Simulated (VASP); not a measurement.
Write the native input for VASP 6.6.1 that does the following.

| Item | Value |
| --- | --- |
| Task | single point |
| Functional | PBE |
| Potentials or basis | VASP PAW PBE potentials, release 64 (Cs_sv) |
| Cutoff | 520 eV |
| k mesh | 12 × 12 × 12 |
| Occupations | gaussian, width 0.15 eV |
| Spin | no spin polarisation |
| Dipole correction | no |
| Further INCAR settings | ALGO = Fast; EDIFF = 1e-06; NBANDS = 10 |

The structure of Cs lies in POSCAR:

```
Cs
1.0
   -2.9469375000      2.9469375000      3.0980625000
    2.9469375000     -2.9469375000      3.0980625000
    2.9469375000      2.9469375000     -3.0980625000
Cs
1
Direct
    0.0000000000      0.0000000000      0.0000000000
```

This cell differs from its parent crystal: strain -0.025 along x and y, +0.025 along z.

One way to write it, as run:

INCAR

```
PREC     = Accurate       # precision mode
ENCUT    = 520            # plane-wave cutoff, eV
EDIFF    = 1E-6           # SCF threshold, eV
ISMEAR   = 0              # smearing method
SIGMA    = 0.15           # smearing width, eV
LREAL    = False          # projectors in reciprocal space
LASPH    = True           # aspherical terms in the spheres
NELM     = 80             # most SCF steps
ALGO     = Fast           # electronic algorithm
ISIF     = 2              # what is computed and relaxed
LWAVE    = False          # write WAVECAR
LCHARG   = False          # write CHGCAR
GGA      = PE             # functional
NBANDS   = 10             # bands
```

KPOINTS

```
Automatic mesh
0
Gamma
  12 12 12
```

Potentials or basis: VASP PAW PBE potentials, release 64 (Cs_sv).

Run with:

```bash
$ cat potpaw_PBE.64/Cs_sv/POTCAR > POTCAR
$ mpirun -np 1 vasp_std > vasp.out
```

Results of the run:

The pressure is 0.2 GPa.

Caveat: the cell differs from its parent crystal (strain -0.025 along x and y, +0.025 along z).

Wall time 55 s on 1 thread of Intel(R) Xeon(R) 6975P-C (Granite Rapids), with other jobs on the host, peak memory 0.34 GiB.
